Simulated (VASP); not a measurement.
Input of a VASP 6.6.1 run:

Contents of POSCAR:

```
Na4ScTaSi3O12
1.0
    4.5914993191      2.6509033679      7.4253575333
   -4.5914993191      2.6509033679      7.4253575333
    0.0000000000     -5.3018067357      7.4253575333
Na Sc Ta Si O
8 2 2 6 24
Direct
    0.8874879700      0.6234520900      0.2294599400
    0.6234520900      0.2294599400      0.8874879700
    0.2294599400      0.8874879700      0.6234520900
    0.3874879700      0.7294599400      0.1234520900
    0.7294599400      0.1234520900      0.3874879700
    0.1234520900      0.3874879700      0.7294599400
    0.4932861600      0.4932861600      0.4932861600
    0.9932861600      0.9932861600      0.9932861600
    0.3513567000      0.3513567000      0.3513567000
    0.8513567000      0.8513567000      0.8513567000
    0.6462643600      0.6462643600      0.6462643600
    0.1462643600      0.1462643600      0.1462643600
    0.5434620500      0.9567018800      0.2552528700
    0.9567018800      0.2552528700      0.5434620500
    0.2552528700      0.5434620500      0.9567018800
    0.0434620500      0.7552528700      0.4567018800
    0.7552528700      0.4567018800      0.0434620500
    0.4567018800      0.0434620500      0.7552528700
    0.5198579500      0.1277602100      0.2843229600
    0.1277602100      0.2843229600      0.5198579500
    0.2843229600      0.5198579500      0.1277602100
    0.0198579500      0.7843229600      0.6277602100
    0.7843229600      0.6277602100      0.0198579500
    0.6277602100      0.0198579500      0.7843229600
    0.4965839000      0.8578470300      0.7242370300
    0.8578470300      0.7242370300      0.4965839000
    0.7242370300      0.4965839000      0.8578470300
    0.9965839000      0.2242370300      0.3578470300
    0.2242370300      0.3578470300      0.9965839000
    0.3578470300      0.9965839000      0.2242370300
    0.4223012300      0.2264007500      0.5899470800
    0.2264007500      0.5899470800      0.4223012300
    0.5899470800      0.4223012300      0.2264007500
    0.9223012300      0.0899470800      0.7264007500
    0.0899470800      0.7264007500      0.9223012300
    0.7264007500      0.9223012300      0.0899470800
    0.5522886200      0.7756301800      0.4360990500
    0.7756301800      0.4360990500      0.5522886200
    0.4360990500      0.5522886200      0.7756301800
    0.0522886200      0.9360990500      0.2756301800
    0.9360990500      0.2756301800      0.0522886200
    0.2756301800      0.0522886200      0.9360990500
```

Contents of INCAR.step1:

```
PREC     = Accurate       # precision mode
ENCUT    = 520            # plane-wave cutoff, eV
ISMEAR   = -1             # smearing method
SIGMA    = 0.02           # smearing width, eV
LREAL    = Auto         
LASPH    = True           # aspherical terms in the spheres
NELM     = 60             # most SCF steps
NBANDS   = 161            # bands
GGA      = PE             # functional
ALGO     = Normal         # electronic algorithm
EDIFF    = 1E-4           # SCF threshold, eV
LWAVE    = True           # write WAVECAR
LCHARG   = False          # write CHGCAR
LUSENCCL = False
```

Contents of INCAR.step2:

```
PREC     = Accurate       # precision mode
ENCUT    = 520            # plane-wave cutoff, eV
EDIFF    = 1E-8           # SCF threshold, eV
ISMEAR   = -1             # smearing method
SIGMA    = 0.02           # smearing width, eV
LREAL    = Auto         
LASPH    = True           # aspherical terms in the spheres
NELM     = 60             # most SCF steps
ALGO     = Normal         # electronic algorithm
ISIF     = 2              # what is computed and relaxed
LWAVE    = False          # write WAVECAR
LCHARG   = False          # write CHGCAR
METAGGA  = R2SCAN         # meta-GGA
LMIXTAU  = True         
LEFG     = True         
NBANDS   = 161            # bands
ISTART   = 1            
LUSENCCL = False
```

The input KPOINTS:

```
regular mesh
0
Gamma
  3 3 3
```

Potentials or basis: VASP PAW PBE potentials, release 64 (Na_pv, Sc_sv, Ta_pv, Si, O).

Run with:

```sh
$ cat potpaw_PBE.64/Na_pv/POTCAR potpaw_PBE.64/Sc_sv/POTCAR potpaw_PBE.64/Ta_pv/POTCAR potpaw_PBE.64/Si/POTCAR potpaw_PBE.64/O/POTCAR > POTCAR
$ cp INCAR.step1 INCAR
$ mpirun -np 1 vasp_std > vasp.out
$ cp INCAR.step2 INCAR
$ mpirun -np 1 vasp_std > vasp.out
```

Q: Predict the largest force.

A: 0.367 eV/Å.

Q: Estimate the pressure.

A: -4.2 GPa.

Q: What does it give for the band gap on the k mesh?

A: 3.91 eV.

Forces in eV/Å, atoms in the order of the input:
```
Na   0.010 -0.064 -0.106
Na  -0.061  0.023 -0.106
Na   0.051  0.041 -0.106
Na  -0.051  0.041 -0.106
Na   0.061  0.023 -0.106
Na  -0.010 -0.064 -0.106
Na   0.000  0.000  0.099
Na   0.000  0.000  0.099
Sc   0.000  0.000  0.214
Sc   0.000  0.000  0.214
Ta   0.000  0.000  0.070
Ta   0.000  0.000  0.070
Si   0.028  0.129  0.022
Si   0.098 -0.089  0.022
Si  -0.126 -0.041  0.022
Si   0.126 -0.041  0.022
Si  -0.098 -0.089  0.022
Si  -0.028  0.129  0.022
O    0.169 -0.219 -0.241
O   -0.274 -0.037 -0.241
O    0.105  0.256 -0.241
O   -0.105  0.256 -0.241
O    0.274 -0.037 -0.241
O   -0.169 -0.219 -0.241
O    0.050  0.156  0.010
O    0.110 -0.121  0.010
O   -0.160 -0.034  0.010
O    0.160 -0.034  0.010
O   -0.110 -0.121  0.010
O   -0.050  0.156  0.010
O    0.237 -0.272  0.038
O   -0.354 -0.070  0.038
O    0.117  0.342  0.038
O   -0.117  0.342  0.038
O    0.354 -0.070  0.038
O   -0.237 -0.272  0.038
O    0.035 -0.013  0.151
O   -0.029 -0.024  0.151
O   -0.007  0.037  0.151
O    0.007  0.037  0.151
O    0.029 -0.024  0.151
O   -0.035 -0.013  0.151
```

Caveat: the cell stands under tension; without QUAD_EFG the Cq values of the log hold for a quadrupole moment of 1 mb, not for the nuclei; the PAW data sets were made with another functional, which shifts forces and pressure a little; spin-orbit coupling is left out, which moves the levels of the heavy elements. A k mesh can miss the band edges.
